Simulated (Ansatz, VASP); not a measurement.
**TaN in VASP and in Ansatz**

File INCAR:

```
SYSTEM = TaN
ALGO = Normal ; EDIFF = 1E-6
ENCUT = 700 ; GGA = PS
GGA_COMPAT = .FALSE. ; ISIF = 2
ISMEAR = -1 ; LASPH = .TRUE.
LCHARG = .FALSE. ; LDAU = .TRUE.
LDAUJ = 0 0 ; LDAUL = 2 -1
LDAUPRINT = 1 ; LDAUTYPE = 2
LDAUU = 8 0 ; LMAXMIX = 4
LREAL = .FALSE. ; LWAVE = .FALSE.
NBANDS = 16 ; NELM = 200
PREC = Accurate ; SIGMA = 0.05
```

KPOINTS

```
k-points
0
G
  10 10 10
  0 0 0
```

POSCAR

```
TaN
1.0
    0.0000000000      2.2113230000      2.2113230000
    2.2113230000      0.0000000000      2.2113230000
    2.2113230000      2.2113230000      0.0000000000
Ta N
1 1
Direct
    0.5000000000      0.5000000000      0.5000000000
    0.0000000000      0.0000000000      0.0000000000
```

Contents of input.yaml:

```yaml
crystal:
  lattice:
    - [0.0, 2.211323, 2.211323]
    - [2.211323, 0.0, 2.211323]
    - [2.211323, 2.211323, 0.0]
  atoms:
    - { symbol: Ta, position: [0.5, 0.5, 0.5] }
    - { symbol: "N", position: [0.0, 0.0, 0.0] }
hamiltonian:
  xc: pbesol
  pseudopotentials: { kind: paw }
  hubbard: { sites: [{ species: Ta, l: d, u_eff: 8.0 }] }
kpoints:
  mp_grid: { grid: [10, 10, 10] }
  band_path:
    path:
      - [[0.0, 0.0, 0.0], [0.5, 0.0, 0.5], [0.5, 0.25, 0.75], [0.375, 0.375, 0.75], [0.0, 0.0, 0.0], [0.5, 0.5, 0.5], [0.625, 0.25, 0.625], [0.5, 0.25, 0.75], [0.5, 0.5, 0.5], [0.375, 0.375, 0.75]]
      - [[0.625, 0.25, 0.625], [0.5, 0.0, 0.5]]
    npoints: 14
scf:
  occupations: { method: fermi_dirac, width: 0.05 }
  n_extra_bands: 6
output:
  forces: true
  stress: true
  eigenvalues: true
  fatbands: true
  write_density: true
  write_potential: true
  elf: true
  volumetric_format: npy
```

Alike in both runs: functional PBEsol; k mesh 10 × 10 × 10; occupations fermi-dirac, width 0.05 eV; no spin polarisation; Hubbard terms Ta d U = 8.0 eV.

|  | VASP | Ansatz |
| --- | --- | --- |
| version | VASP 6.6.1 | Ansatz 0.2.0 |
| potentials or method | VASP PAW PBE potentials, release 64 (Ta_sv_GW, N) | Ansatz PAW |
| plane-wave cutoff (eV) | 700 | 420 |
| valence electrons in the cell | 18 | 18 |
| task | single point | band structure |

```csv
,VASP,Ansatz,Ansatz less VASP
gap on the k mesh at the Fermi level (eV),none,none,-
pressure (GPa),14.5,-2.6,-17.06
```

VASP's potentials were made for PBE, not for PBEsol. The programs project onto different local orbitals, so the same U acts differently, and such runs can settle in different states. A gap of «none» marks a metal or a gap that the smearing closes.

Spin-orbit coupling is off throughout.
